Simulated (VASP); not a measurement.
# BP4 (P4/mmm) in VASP: a series of runs, part 3 of 4

VASP 6.6.1. The steps go on from the part before.

## Step 4: Relaxation of cell and atoms, PBE

This run uses another cell than the first one, of 21.24 Å³/atom.

The input, INCAR:

```
SYSTEM = BP4
ALGO     = Normal         ! electronic algorithm
EDIFF    = 1E-7           ! SCF threshold, eV
EDIFFG   = -0.04          ! ionic threshold
ENCUT    = 600            ! plane-wave cutoff, eV
GGA      = PE             ! functional
IBRION   = 2              ! ionic algorithm
ISIF     = 3              ! what is computed and relaxed
ISMEAR   = 0              ! smearing method
LASPH    = .TRUE.         ! aspherical terms in the spheres
LCHARG   = .FALSE.        ! write CHGCAR
LREAL    = .FALSE.        ! projectors in reciprocal space
LWAVE    = .FALSE.        ! write WAVECAR
NELM     = 100            ! most SCF steps
NSW      = 90             ! ionic steps
PREC     = Accurate       ! precision mode
SIGMA    = 0.1            ! smearing width, eV
```

The input, KPOINTS:

```
k-points
0
G
  4 4 4
  0 0 0
```

The input, POSCAR:

```
BP4
1.0
    3.9937963100      0.0000000000      0.0000000000
    0.0000000000      3.9937963100      0.0000000000
    0.0000000000      0.0000000000      6.6592302500
B P
1 4
Direct
    0.5000000000      0.5000000000      0.0000000000
    0.5000000000      0.0000000000      0.0000000000
    0.0000000000      0.5000000000      0.0000000000
    0.0000000000      0.0000000000      0.3202259000
    0.0000000000      0.0000000000      0.6797741000
```

Potentials or basis: VASP PAW PBE potentials, release 64 (B, P).

Started as:

```console
cat potpaw_PBE.64/B/POTCAR potpaw_PBE.64/P/POTCAR > POTCAR
mpirun -np 1 vasp_std > vasp.out
```

OUTCAR:

```text
SYSTEM = BP4
   EDIFF = 1E-7
   EDIFFG = -0.04
   ENCUT = 600
   GGA = PE
   IBRION = 2
   ISIF = 3
   ISMEAR = 0
   LASPH = .TRUE.
   LREAL = .FALSE.
   NELM = 100
   NSW = 90
   PREC = Accurate

 ion  position               nearest neighbor table
   1  0.500  0.500  0.000-   2 2.00   3 2.00   2 2.00   3 2.00
   2  0.500  0.000  0.000-   1 2.00   1 2.00   3 2.82   3 2.82   3 2.82   3 2.82   4 2.92   4 2.92
                             5 2.92   5 2.92
   3  0.000  0.500  0.000-   1 2.00   1 2.00   2 2.82   2 2.82   2 2.82   2 2.82   5 2.92   5 2.92
                             4 2.92   4 2.92
   4  0.000  0.000  0.320-   5 2.39   3 2.92   2 2.92   3 2.92   2 2.92
   5  0.000  0.000  0.680-   4 2.39   3 2.92   2 2.92   3 2.92   2 2.92

  LATTYP: Found a simple tetragonal cell.
 ALAT       =     3.9937963100
 C/A-ratio  =     1.6673935607

  Lattice vectors:

 A1 = (   3.9937963100,   0.0000000000,   0.0000000000)
 A2 = (   0.0000000000,   3.9937963100,   0.0000000000)
 A3 = (   0.0000000000,   0.0000000000,   6.6592302500)

Analysis of symmetry for initial positions (statically):
=====================================================================
 Subroutine PRICEL returns:
 Original cell was already a primitive cell.

 Routine SETGRP: Setting up the symmetry group for a
 simple tetragonal supercell.

 Subroutine GETGRP returns: Found 16 space group operations
 (whereof 16 operations were pure point group operations)
 out of a pool of 16 trial point group operations.

The static configuration has the point symmetry D_4h.

Analysis of symmetry for dynamics (positions and initial velocities):
=====================================================================
 Subroutine PRICEL returns:
 Original cell was already a primitive cell.

 Routine SETGRP: Setting up the symmetry group for a
 simple tetragonal supercell.

 Subroutine GETGRP returns: Found 16 space group operations
 (whereof 16 operations were pure point group operations)
 out of a pool of 16 trial point group operations.

The dynamic configuration has the point symmetry D_4h.

 Subroutine INISYM returns: Found 16 space group operations
 (whereof 16 operations are pure point group operations),
 and found     1 'primitive' translations

----------------------------------------------------------------------------------------

                                     Primitive cell

  volume of cell :     106.2174

  direct lattice vectors                    reciprocal lattice vectors
     3.993796310  0.000000000  0.000000000     0.250388333  0.000000000  0.000000000
     0.000000000  3.993796310  0.000000000     0.000000000  0.250388333  0.000000000
     0.000000000  0.000000000  6.659230250     0.000000000  0.000000000  0.150167506

  length of vectors
     3.993796310  3.993796310  6.659230250     0.250388333  0.250388333  0.150167506

  position of ions in fractional coordinates (direct lattice)
     0.500000000  0.500000000  0.000000000
     0.500000000  0.000000000  0.000000000
     0.000000000  0.500000000  0.000000000
     0.000000000  0.000000000  0.320225900
     0.000000000  0.000000000  0.679774100

  ion indices of the primitive-cell ions
   primitive index   ion index
                 1           1
                 2           2
                 3           3
                 4           4
                 5           5

----------------------------------------------------------------------------------------

 KPOINTS: k-points

Automatic generation of k-mesh.
 Grid dimensions read from file:
 generate k-points for:    4    4    4

 Generating k-lattice:

  Cartesian coordinates                     Fractional coordinates (reciprocal lattice)
[... 39 lines left out ...]
   dimension x,y,z NGXF=    64 NGYF=   64 NGZF=  108
   ions per type =               1   4
   NGX,Y,Z   is equivalent  to a cutoff of  13.32, 13.32, 13.48 a.u.
   NGXF,Y,Z  is equivalent  to a cutoff of  26.64, 26.64, 26.96 a.u.
 SYSTEM =  BP4
   PREC   = accura    normal or accurate (medium, high low for compatibility)
   ISTART =      0    job   : 0-new  1-cont  2-samecut
   ICHARG =      2    charge: 1-file 2-atom 10-const
   ISPIN  =      1    spin polarized calculation?
   LNONCOLLINEAR =      F non collinear calculations
   LSORBIT =      F    spin-orbit coupling
   LASPH  =      T    aspherical Exc in radial PAW
   ENCUT  =  600.0 eV  44.10 Ry    6.64 a.u.   7.98  7.98 13.30*2*pi/ulx,y,z
   NELM   =    100;   NELMIN=  2; NELMDL= -5     # of ELM steps
   EDIFF  = 0.1E-06   stopping-criterion for ELM
   LREAL  =      F    real-space projection
   EDIFFG = -.4E-01   stopping-criterion for IOM
   NSW    =     90    number of steps for IOM
   IBRION =      2    ionic relax: 0-MD 1-quasi-New 2-CG
   NFREE  =      1    steps in history (QN), initial steepest desc. (CG)
   ISIF   =      3    stress and relaxation
   ISYM   =      2    0-nonsym 1-usesym 2-fastsym
   POTIM  = 0.5000    time-step for ionic-motion
   TEBEG  =    0.0;   TEEND  =   0.0 temperature during run
   PSTRESS=    0.0 pullay stress
   NELECT =      23.0000    total number of electrons
   NUPDOWN=      -1.0000    fix difference up-down
   EMIN   =  10.00;   EMAX   =-10.00  energy-range for DOS
   EFERMI =   0.00;   METHOD = LEGACY
   ISMEAR =     0;   SIGMA  =   0.10  broadening in eV -4-tet -1-fermi 0-gaus
   EFERMI_NEDOS =   21; number of points for ismear=-14 and -15
   IALGO  =     38    algorithm
   IMIX   =      4    mixing-type and parameters
     AMIX     =   0.40;   BMIX     =  1.00
     AMIX_MAG =   1.60;   BMIX_MAG =  1.00
  volume/ion in A,a.u.               =      21.24       143.36
  Fermi-wavevector in a.u.,A,eV,Ry     =   0.983072  1.857737 13.149096  0.966431
  Thomas-Fermi vector in A             =   2.114203
   LORBIT       =      0    0 simple, 1 ext, 2 COOP (PROOUT), +10 PAW based schemes
   GGA     = PE    functional components
   LHFCALC =     F    Hartree Fock is set to
   AEXX    =    0.0000 exact exchange contribution
   IVDW    =     0    specifies the selected vdW correction
   LEPSILON=     F    determine dielectric tensor
   LRPA    =     F    only Hartree local field effects (RPA)
 conjugate gradient relaxation of ions
 non-spin polarized calculation
 Gauss-broadening in eV      SIGMA  =   0.10
  energy-cutoff  :      600.00
  volume of cell :      106.22
 maximum number of plane-waves:      3576
 NGX is ok and might be reduce to    32
   NGX = 15   NGY = 15   NGZ = 27

--------------------------------------- Ionic step        1  -------------------------------------------

 number of electron      22.9999997 magnetization

 Free energy of the ion-electron system (eV)
  ---------------------------------------------------
  ext. energy  EPLUGINS =         0.00000000
  ---------------------------------------------------
  free energy    TOTEN  =       -22.61119512 eV

  energy without entropy =      -22.60084015  energy(sigma->0) =      -22.60601763

 E-fermi :   3.6544     XC(G=0):  -8.8854

 val. band max:        3.5145667845   @ k =   0.2500   0.0000   0.5000
 cond. band min:       3.6591475404   @ k =   0.5000   0.0000   0.5000
 fundamental gap:      0.1445807559
 Fermi energy:         3.6544383843

 k-point     1 :       0.0000    0.0000    0.0000
  band No.  band energies     occupation
      1     -10.7714      2.00000
      2      -6.6965      2.00000
      3      -5.4550      2.00000
      4      -3.8937      2.00000
      5      -2.7875      2.00000
      6      -2.7875      2.00000
      7       0.1251      2.00000
      8       0.9997      2.00000
      9       2.8521      2.00000
     10       2.8521      2.00000
     11       3.9548      0.00002
     12       4.1669      0.00000
     13       4.1669      0.00000
     14       4.1685      0.00000
[... 415 lines left out ...]
  FREE ENERGIE OF THE ION-ELECTRON SYSTEM (eV)
  ---------------------------------------------------
  free  energy   TOTEN  =       -23.6997375355 eV

  energy  without entropy=      -23.6864214126  energy(sigma->0) =      -23.69307947

[... ionic steps 4 to 17 ...]

--------------------------------------- Ionic step       18  -------------------------------------------

 number of electron      23.0000000 magnetization

------------------------ aborting loop because EDIFF is reached ----------------------------------------
[... 73 lines left out ...]
--------------------------------------- Ionic step       20  -------------------------------------------

 number of electron      23.0000000 magnetization

 Free energy of the ion-electron system (eV)
  ---------------------------------------------------
  ext. energy  EPLUGINS =         0.00000000
  ---------------------------------------------------
  free energy    TOTEN  =       -25.38471002 eV

  energy without entropy =      -25.37079326  energy(sigma->0) =      -25.37775164

 E-fermi :   6.0204     XC(G=0):  -9.5016

 val. band max:        5.9945098276   @ k =   0.5000   0.2500   0.2500
 cond. band min:       6.0526029552   @ k =   0.2500   0.0000   0.5000
 fundamental gap:      0.0580931276
 Fermi energy:         6.0204144294

 k-point     1 :       0.0000    0.0000    0.0000
  band No.  band energies     occupation
      1     -10.4681      2.00000
      2      -4.0031      2.00000
      3      -3.2077      2.00000
      4      -2.8332      2.00000
      5      -1.9827      2.00000
      6      -1.9827      2.00000
      7       0.1735      2.00000
      8       3.4083      2.00000
      9       3.4083      2.00000
     10       4.8646      2.00000
     11       4.8646      2.00000
     12       4.8784      2.00000
     13       4.9424      2.00000
     14       7.5079      0.00000
[... 337 lines left out ...]
  FREE ENERGIE OF THE ION-ELECTRON SYSTEM (eV)
  ---------------------------------------------------
  free  energy   TOTEN  =       -25.3847100210 eV

  energy  without entropy=      -25.3707932552  energy(sigma->0) =      -25.37775164

 reached required accuracy - stopping structural energy minimisation
```

Run time: 4 min. Hardware: 1 thread of Intel Xeon 6975P-C (Granite Rapids), shared host; peak memory 0.23 GiB.

Results:

- Free energy: -25.3847 eV
- Relaxed volume: 17.42 Å³/atom
- Relaxed cell: a = 4.096 Å, b = 4.096 Å, c = 5.193 Å, α = 90.00°, β = 90.00°, γ = 90.00°
- Space group after relaxing (to 0.1 Å): P4/mmm (No. 123)
- Energy gained by relaxing: 554.7 meV/atom
- Ionic steps: 20
- Pressure after relaxing: 0.2 GPa
- Largest force after relaxing: 0.023 eV/Å
- Band gap on the k mesh: zero (an odd number of electrons rules out a gap without spin polarisation)

Forces on the atoms (eV/Å):
```
B    0.000  0.000  0.000
P    0.000  0.000  0.000
P    0.000  0.000  0.000
P    0.000  0.000 -0.023
P    0.000  0.000  0.023
```

Stress tensor (GPa, compression positive):
```
0.11 0.00 0.00
0.00 0.11 0.00
0.00 0.00 0.31
```

Step by step:
| step | energy change (eV) | largest force (eV/Å) | pressure (GPa) | volume (Å³) |
| --- | --- | --- | --- | --- |
| 1 | 0.0000 | 0.5015 | -7.30 | 106.22 |
| 2 | -1.0651 | 1.2141 | 0.31 | 91.59 |
| 3 | -1.0885 | 1.7630 | 1.85 | 89.87 |
| 4 | -1.6119 | 2.0466 | -0.81 | 89.40 |
| 5 | -2.4174 | 1.4826 | -3.04 | 87.92 |
| 6 | -0.3977 | 6.3188 | 8.03 | 82.25 |
| 7 | -2.3023 | 1.8312 | -2.96 | 87.52 |
| 8 | -1.9880 | 0.8935 | -1.62 | 85.27 |
| 9 | -2.3154 | 1.3336 | -3.22 | 87.00 |
| 10 | -2.3958 | 0.3605 | 1.95 | 82.30 |
| 11 | -2.4383 | 0.0250 | -0.74 | 84.16 |
| 12 | -2.6501 | 0.7280 | 2.38 | 82.67 |
| 13 | -2.6727 | 0.6605 | 3.54 | 82.11 |
| 14 | -2.7459 | 0.4046 | 1.09 | 85.73 |
| 15 | -2.7466 | 0.4022 | 0.90 | 86.12 |
| 16 | -2.7692 | 0.1447 | -0.69 | 87.63 |
| 17 | -2.7697 | 0.1812 | -0.50 | 87.45 |
| 18 | -2.7727 | 0.0238 | 0.18 | 86.94 |
| 19 | -2.7727 | 0.0216 | 0.19 | 86.93 |
| 20 | -2.7735 | 0.0229 | 0.18 | 87.11 |

Final structure:
```
CELL_PARAMETERS angstrom
4.09569 0.00000 0.00000
0.00000 4.09569 0.00000
0.00000 0.00000 5.19296
ATOMIC_POSITIONS crystal
B 0.50000 0.50000 0.00000
P 0.50000 0.00000 0.00000
P 0.00000 0.50000 0.00000
P 0.00000 0.00000 0.24884
P 0.00000 0.00000 0.75116
```

Levels at points of the mesh, in eV from the Fermi level:
```csv
k point,band 7,band 8,band 9,band 10,band 11,band 12,band 13,band 14,band 15
"(0.00, 0.00, 0.00)",-5.85,-2.61,-2.61,-1.16,-1.16,-1.14,-1.08,1.49,2.91
"(0.50, 0.00, 0.00)",-5.74,-5.48,-5.29,-0.83,-0.77,-0.06,0.82,1.80,2.88
"(0.50, 0.50, 0.00)",-4.76,-4.76,-1.01,-1.01,-1.01,1.36,2.20,3.11,3.11
"(0.00, 0.00, 0.50)",-3.69,-2.45,-2.45,-2.14,-2.14,-2.03,-1.36,0.28,1.58
"(0.50, 0.00, 0.50)",-5.90,-5.23,-2.64,-1.94,-1.82,0.92,1.05,1.10,1.39
"(0.50, 0.50, 0.50)",-5.40,-1.77,-1.41,-1.21,0.27,0.27,1.39,2.20,4.83
```

Caveat: the k points lie up to 0.38 Å⁻¹ apart in the final cell, too coarse for converged energies and pressures of a metal; the volume moved by over 15 % at a fixed basis, so the end points are rough.

## Step 5: Single point, PBE

This run uses another cell than the first one, of 17.92 Å³/atom.

The input, INCAR:

```
SYSTEM = BP4
ALGO     = Normal         ! electronic algorithm
EDIFF    = 1E-6           ! SCF threshold, eV
ENCUT    = 520            ! plane-wave cutoff, eV
GGA      = PE             ! functional
ISIF     = 2              ! what is computed and relaxed
ISMEAR   = 0              ! smearing method
LASPH    = .TRUE.         ! aspherical terms in the spheres
LCHARG   = .FALSE.        ! write CHGCAR
LREAL    = .FALSE.        ! projectors in reciprocal space
LWAVE    = .FALSE.        ! write WAVECAR
NBANDS   = 20             ! bands
NELM     = 100            ! most SCF steps
PREC     = Accurate       ! precision mode
SIGMA    = 0.1            ! smearing width, eV
```

The input, KPOINTS:

```
k-points
0
G
  10 10 8
  0 0 0
```

The input, POSCAR:

```
BP4
1.0
    4.1605337347      0.0000000000      0.0000000000
    0.0000000000      4.1605337347      0.0000000000
    0.0000000000      0.0000000000      5.1755367807
B P
1 4
Direct
    0.5000000000      0.5000000000      0.0000000000
    0.5000000000      0.0000000000      0.0000000000
    0.0000000000      0.5000000000      0.0000000000
    0.0000000000      0.0000000000      0.2343818609
    0.0000000000      0.0000000000      0.7656181391
```

Started as:

```console
cat potpaw_PBE.64/B/POTCAR potpaw_PBE.64/P/POTCAR > POTCAR
mpirun -np 1 vasp_std > vasp.out
```

Run time: 64 s. Hardware: 1 thread of Intel Xeon 6975P-C (Granite Rapids), shared host; peak memory 0.27 GiB.

It converged, with:

```
Free energy            : -25.2408 eV
Pressure               : -0.2 GPa
Largest force          : 0.065 eV/Å
Band gap on the k mesh : zero (an odd number of electrons rules out a gap without spin polarisation)
```

Forces in eV/Å, atoms in the order of the input:
```
B    0.000  0.000  0.000
P    0.000  0.000  0.000
P    0.000  0.000  0.000
P    0.000  0.000 -0.065
P    0.000  0.000  0.065
```

Levels at points of the mesh, in eV from the Fermi level:
| k point | band 9 | band 10 | band 11 | band 12 | band 13 | band 14 |
| --- | --- | --- | --- | --- | --- | --- |
| (0.00, 0.00, 0.00) | -2.75 | -1.20 | -1.20 | -1.16 | -1.16 | 0.89 |
| (0.50, 0.00, 0.00) | -5.36 | -0.90 | -0.48 | -0.19 | 0.53 | 1.75 |
| (0.50, 0.50, 0.00) | -0.87 | -0.77 | -0.77 | 0.83 | 2.00 | 3.02 |
| (0.00, 0.00, 0.50) | -2.65 | -2.26 | -2.05 | -2.05 | -1.44 | 0.52 |
| (0.50, 0.00, 0.50) | -2.14 | -2.12 | -1.74 | 0.68 | 0.81 | 1.09 |
| (0.50, 0.50, 0.50) | -1.28 | -0.45 | 0.16 | 0.16 | 0.86 | 2.00 |

(Continued in part 4 of 4.)
